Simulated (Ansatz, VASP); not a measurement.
Al: VASP beside Ansatz

```
Al
1.0
     0.00000    1.99134    1.99134
     1.99134    0.00000    1.99134
     1.99134    1.99134    0.00000
Al
1
Direct
  0.00000 0.00000 0.00000
```

Alike in both runs: functional LDA; k mesh 20 × 20 × 20; occupations gaussian, width 0.1 eV; no spin polarisation.

Ansatz relaxed the structure, and its values are those at the end. VASP's run is a single point on that final structure, the one shown.

```csv
,VASP,Ansatz
version,VASP 6.6.1,Ansatz 0.2.0
potentials or method,"VASP PAW LDA potentials, release 64 (Al)","scalar-relativistic, plane waves, PAW"
plane-wave cutoff (eV),520,420
valence electrons in the cell,3,3
```

VASP gave:

```
gap on the k mesh at the Fermi level (eV) : none
pressure (GPa)                            : 0.1
```

**Question.** What did Ansatz give for the same quantities?

**Answer.** gap on the k mesh at the Fermi level (eV): none; pressure (GPa): 0.0.

Ansatz warns that its potentials were made for another functional, while VASP's fit it. LDA's correlation is that of Perdew and Zunger in VASP and of Perdew and Wang (1992) in Ansatz. A gap of «none» marks a metal or a gap that the smearing closes.
